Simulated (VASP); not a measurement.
Here is a VASP 6.6.1 calculation.

POSCAR

```
CuO
1.0
    2.3463500000     -1.7141500000      0.0000000000
    2.3463500000      1.7141500000      0.0000000000
   -0.8519200000      0.0000000000      5.0658700000
Cu O
2 2
Direct
    0.0033000000      0.4967000000      0.0000000000
    0.4967000000      0.0033000000      0.5000000000
    0.5719000000      0.4073000000      0.2602000000
    0.4073000000      0.5719000000      0.7602000000
```

INCAR.step1

```
SYSTEM = CuO
PREC = Accurate
ENCUT = 770
ISMEAR = -1
SIGMA = 0.05
LREAL = .False.
LASPH = .True.
NELM = 120
NBANDS = 33
GGA = PE
ALGO = Normal
EDIFF = 1E-5
LWAVE = .True.
LCHARG = .False.
GGA_COMPAT = .False.
```

The input INCAR.step2:

```
SYSTEM = CuO
PREC = Accurate
ENCUT = 770
EDIFF = 1E-6
ISMEAR = -1
SIGMA = 0.05
LREAL = .False.
LASPH = .True.
NELM = 120
ALGO = Normal
ISIF = 2
LWAVE = .False.
LCHARG = .False.
METAGGA = R2SCAN
LMIXTAU = .True.
NBANDS = 33
ISTART = 1
GGA_COMPAT = .False.
```

Contents of KPOINTS:

```
Automatic mesh
0
Gamma
  7 7 4
  0 0 0
```

Potentials or basis: VASP PAW PBE potentials, release 64 (Cu_sv_GW, O).

Run with:

```bash
$ cat potpaw_PBE.64/Cu_sv_GW/POTCAR potpaw_PBE.64/O/POTCAR > POTCAR
$ cp INCAR.step1 INCAR
$ mpirun -np 1 vasp_std > vasp.out
$ cp INCAR.step2 INCAR
$ mpirun -np 1 vasp_std > vasp.out
```

Predict the pressure.

-3.2 GPa.

Estimate the band gap on the k mesh.

zero (bands 25 and 26 overlap by 0.66 eV).

What does it give for the largest force?

0.986 eV/Å.

Forces in eV/Å, atoms in the order of the input:
```
Cu  -0.663  0.305  0.609
Cu  -0.663 -0.305  0.609
O    0.663  0.403 -0.609
O    0.663 -0.403 -0.609
```

Caveat: the cell stands under tension; the PAW data sets were made with another functional, which shifts forces and pressure a little; semilocal functionals often make such compounds metallic where correlation or magnetic order opens a gap, which also shifts bond lengths. With open d or f shells a metallic result of r2SCAN can be an artefact of self-interaction; +U or a hybrid may open a gap.
